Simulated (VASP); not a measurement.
The system is Ti3Si8.

```
Ti Si
1.0
     0.00000    0.00000   -7.15844
    -1.77380   -6.78034   -3.57922
    -7.09522    0.00000   -3.57922
Ti Si
6 16
Direct
  0.20927 0.78968 0.04595
  0.70221 0.78657 0.05143
  0.94569 0.79632 0.55002
  0.05010 0.20227 0.44608
  0.54305 0.20748 0.44929
  0.79678 0.20390 0.94952
  0.45581 0.11844 0.22179
  0.95537 0.11543 0.22178
  0.20300 0.11973 0.72016
  0.70676 0.11499 0.72454
  0.79102 0.87661 0.28154
  0.29368 0.88206 0.27908
  0.54361 0.88949 0.77595
  0.04094 0.87769 0.77993
  0.68626 0.50152 0.37748
  0.19143 0.49576 0.37171
  0.43338 0.49963 0.87407
  0.93704 0.50137 0.87631
  0.56937 0.49683 0.12246
  0.06537 0.49895 0.12382
  0.30831 0.50501 0.62109
  0.81370 0.50284 0.62001
```

* Program: VASP 6.6.1
* Task: relaxation of cell and atoms
* Functional: PBE
* Potentials or basis: VASP PAW PBE potentials, release 64 (Ti_sv, Si)
* Cutoff: 500 eV
* k mesh: 2 × 2 × 2, shifted
* Occupations: gaussian, width 0.1 eV
* Spin: no spin polarisation

At the start: pressure -1.6 GPa; volume 15.65 Å³/atom.

Q: Where does the relaxation end?

A: Over 14 steps the energy falls by 38.5 meV/atom and the volume is 15.07 Å³/atom (-3.7 %); space group P-1 (No. 2, to 0.1 Å) before and after.

Step by step:
```
step  energy change (eV)  largest force (eV/Å)  pressure (GPa)  volume (Å³)
   1              0.0000                1.0986           -1.60       344.38
   2             -0.4330                0.7301            0.20       336.62
   3             -0.5332                0.9141            1.89       330.86
   4             -0.7019                0.3973           -1.10       336.31
   5             -0.7019                0.3959           -1.11       336.33
   6             -0.7843                0.2691            0.00       332.37
   7             -0.7912                0.3073            0.50       330.80
   8             -0.8241                0.2133           -0.07       331.81
   9             -0.8255                0.2228           -0.21       332.08
  10             -0.8396                0.1247            0.14       331.18
  11             -0.8420                0.1109            0.35       330.64
  12             -0.8451                0.0838           -0.36       332.51
  13             -0.8457                0.0566           -0.16       331.98
  14             -0.8474                0.0362            0.02       331.57
```

Final structure:
```
CELL_PARAMETERS angstrom
-0.01410 -0.01384 -7.07107
-1.78174 -6.59855 -3.55163
-7.11958 -0.00260 -3.54941
ATOMIC_POSITIONS crystal
Ti 0.19374 0.79919 0.05232
Ti 0.70721 0.79747 0.04568
Ti 0.95108 0.79546 0.55315
Ti 0.04234 0.20128 0.45255
Ti 0.55535 0.19940 0.44616
Ti 0.79781 0.20322 0.94541
Si 0.44530 0.13059 0.20483
Si 0.97262 0.11551 0.20714
Si 0.20714 0.13883 0.72782
Si 0.68720 0.10990 0.73678
Si 0.77639 0.88202 0.29235
Si 0.30427 0.86696 0.29411
Si 0.54203 0.85991 0.77118
Si 0.06129 0.88918 0.76209
Si 0.68104 0.51287 0.37147
Si 0.18391 0.49919 0.37695
Si 0.43212 0.49933 0.87360
Si 0.94752 0.48469 0.87521
Si 0.56527 0.49933 0.12141
Si 0.06940 0.48458 0.12647
Si 0.31744 0.49979 0.62430
Si 0.80168 0.51386 0.62299
```
